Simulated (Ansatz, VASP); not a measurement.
## Two plane-wave programs on AlGa3As4

```xyz
8
Lattice="5.6637 0.0000 0.0000 0.0000 -5.6637 0.0000 0.0000 0.0000 -5.6637" Properties=species:S:1:pos:R:3 pbc="T T T"
Al    0.0000   -2.8318   -2.8318
Ga    2.8318    0.0000   -2.8318
Ga    2.8318   -2.8318    0.0000
Ga    0.0000    0.0000    0.0000
As    1.4159   -1.4159   -1.4159
As    4.2478   -4.2478   -1.4159
As    4.2478   -1.4159   -4.2478
As    1.4159   -4.2478   -4.2478
```

Alike in both runs: functional PBEsol; k mesh 6 × 6 × 6; no spin polarisation.

Ansatz relaxed the structure, and its values are those at the end. VASP's run is a single point on that final structure, the one shown.

|  | VASP | Ansatz |
| --- | --- | --- |
| version | VASP 6.6.1 | Ansatz 0.2.0 |
| potentials or method | VASP PAW PBE potentials, release 64 (Al, Ga_d, As), cutoff 500 eV | scalar-relativistic, plane waves, PAW |
| occupations | gaussian, width 0.01 eV | fixed |
| valence electrons in the cell | 62 | 102 |

|  | VASP | Ansatz | Ansatz less VASP |
| --- | --- | --- | --- |
| gap on the k mesh at the Fermi level (eV) | 0.76 | 0.75 | -0.013 |
| least direct gap on the mesh (eV) | 0.76 | 0.75 | -0.013 |
| pressure (GPa) | 0.2 | 0.0 | -0.15 |

VASP's potentials were made for PBE, not for PBEsol. VASP's potentials hold 62 valence electrons a cell and Ansatz's 102, so a difference there can come from the potentials and not from the codes.
